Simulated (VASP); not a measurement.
Wanted: the native input for a VASP 6.6.1 run.

| Property | Result |
| --- | --- |
| Task | single point |
| Functional | PBE |
| Potentials or basis | VASP PAW PBE potentials, release 64 (Si, Cl) |
| Cutoff | 520 eV |
| k mesh | 14 × 14 × 10 |
| Occupations | gaussian, width 0.1 eV |
| Spin | no spin polarisation |
| Dipole correction | no |
| Further INCAR settings | ALGO = Normal; EDIFF = 1e-06; NBANDS = 14 |

The structure of Si2Cl lies in POSCAR:

```
Si2Cl
1.0
    3.5970595343      0.0000000000      0.0000000000
    0.0000000000      3.5970595343      0.0000000000
    0.0000000000      0.0000000000      5.0111213569
Si Cl
2 1
Direct
    0.5000000000      0.5000000000      0.5000000000
    0.5000000000      0.5000000000      0.0000000000
    0.0000000000      0.0000000000      0.5000000000
```

The input as run:

INCAR

```
PREC = Accurate
ENCUT = 520
EDIFF = 1E-6
ISMEAR = 0
SIGMA = 0.1
LREAL = F
LASPH = T
NELM = 100
ALGO = Normal
ISIF = 2
LWAVE = F
LCHARG = F
GGA = PE
NBANDS = 14
```

KPOINTS

```
Automatic mesh
0
Gamma
  14 14 10
```

Potentials or basis: VASP PAW PBE potentials, release 64 (Si, Cl).

Launch:

```console
$ cat potpaw_PBE.64/Si/POTCAR potpaw_PBE.64/Cl/POTCAR > POTCAR
$ mpirun -np 1 vasp_std > vasp.out
```

Results of the run:

```
Pressure : 0.0 GPa
```

Caveat: an odd number of electrons without spin polarisation forces a metal; a magnetic or distorted state may lie lower.

Wall time 3.8 min on 1 thread of Intel Xeon 8259CL, with other jobs on the host, peak memory 0.3 GiB.
